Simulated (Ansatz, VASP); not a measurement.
# Os: VASP beside Ansatz

Contents of INCAR:

```
SYSTEM = Os
PREC = Accurate
ENCUT = 520
EDIFF = 1E-8
ISMEAR = -1
SIGMA = 0.08
LREAL = .FALSE.
LASPH = .TRUE.
NELM = 80
ALGO = Normal
ISIF = 2
LWAVE = .FALSE.
LCHARG = .FALSE.
GGA = PE
LEFG = .TRUE.
NBANDS = 15
```

Contents of KPOINTS:

```
regular mesh
0
G
  17 17 10
  0 0 0
```

The input POSCAR:

```
Os
1.0
    2.7877233928      0.0000000000      0.0000000000
   -1.3938616964      2.4142392769      0.0000000000
    0.0000000000      0.0000000000      4.4044215090
Os
2
Direct
    0.3333333333      0.6666666667      0.2500000000
    0.6666666667      0.3333333333      0.7500000000
```

Input for Ansatz:

```yaml
crystal:
  lattice:
    - [2.7877233928, 0.0, 0.0]
    - [-1.3938616964, 2.4142392769, 0.0]
    - [0.0, 0.0, 4.404421509]
  atoms:
    - { symbol: Os, position: [0.3333333333, 0.6666666667, 0.25] }
    - { symbol: Os, position: [0.6666666667, 0.3333333333, 0.75] }
kpoints:
  mp_grid: { grid: [17, 17, 10] }
scf:
  occupations: { method: fermi_dirac, width: 0.08 }
hamiltonian:
  xc: pbe
  pseudopotentials: { kind: paw }
output:
  forces: true
  stress: true
  eigenvalues: true
  efg: { contact_densities: true }
```

Change from the starting cell: volume scaled by 1.06, PAW files.

Alike in both runs: task electric field gradients; functional PBE; k mesh 17 × 17 × 10; occupations fermi-dirac, width 0.08 eV; no spin polarisation.

|  | VASP | Ansatz |
| --- | --- | --- |
| version | VASP 6.6.1 | Ansatz 0.2.0 |
| potentials or method | VASP PAW PBE potentials, release 64 (Os) | PAW with Ansatz's default frozen-core files, scalar-relativistic |
| plane-wave cutoff (eV) | 520 | 420 |
| valence electrons in the cell | 16 | 32 |

|  | VASP | Ansatz | Ansatz less VASP |
| --- | --- | --- | --- |
| pressure (GPa) | -13.9 | -13.6 | +0.38 |
| traceless stress, the component that is largest in VASP (GPa) | -1.16 | -1.09 | +0.065 |
| size of Vzz on the site where it differs most (V/Å²) | 71.3 | 55.3 | -16.05 |

VASP's potentials hold 16 valence electrons a cell and Ansatz's 32, so a difference there can come from the potentials and not from the codes.

Spin-orbit coupling is off throughout.
